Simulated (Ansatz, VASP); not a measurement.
## Two plane-wave programs on HfSiO4

```
CELL_PARAMETERS angstrom
-3.29101 3.29101 2.98307
3.29101 -3.29101 2.98307
3.29101 3.29101 -2.98307
ATOMIC_POSITIONS crystal
Hf 0.00000 0.00000 0.00000
Hf 0.75000 0.25000 0.50000
Si 0.25000 0.75000 0.50000
Si 0.50000 0.50000 0.00000
O 0.13333 0.31813 0.81521
O 0.06813 0.75292 0.68479
O 0.06813 0.38333 0.31521
O 0.50292 0.31813 0.18479
O 0.68187 0.49708 0.81521
O 0.61667 0.93187 0.68479
O 0.24708 0.93187 0.31521
O 0.68187 0.86667 0.18479
```

Alike in both runs: functional PBEsol; k mesh 6 × 6 × 6; occupations gaussian, width 0.02 eV; no spin polarisation.

Ansatz relaxed the structure, and its values are those at the end. VASP's run is a single point on that final structure, the one shown.

|  | VASP | Ansatz |
| --- | --- | --- |
| version | VASP 6.6.1 | Ansatz 0.2.0 |
| potentials or method | VASP PAW PBE potentials, release 64 (Hf_pv, Si, O), cutoff 520 eV | scalar-relativistic, plane waves, PAW |
| valence electrons in the cell | 76 | 108 |

```tsv
	VASP	Ansatz	Ansatz less VASP
gap on the k mesh at the Fermi level (eV)	5.34	5.39	+0.047
least direct gap on the mesh (eV)	5.69	5.74	+0.042
pressure (GPa)	-1.3	0.0	+1.33
rms of the force components (eV/Å)	0.108	0.000	-0.1079
```

VASP's potentials were made for PBE, not for PBEsol. VASP's potentials hold 76 valence electrons a cell and Ansatz's 108, so a difference there can come from the potentials and not from the codes.

Spin-orbit coupling is off throughout.
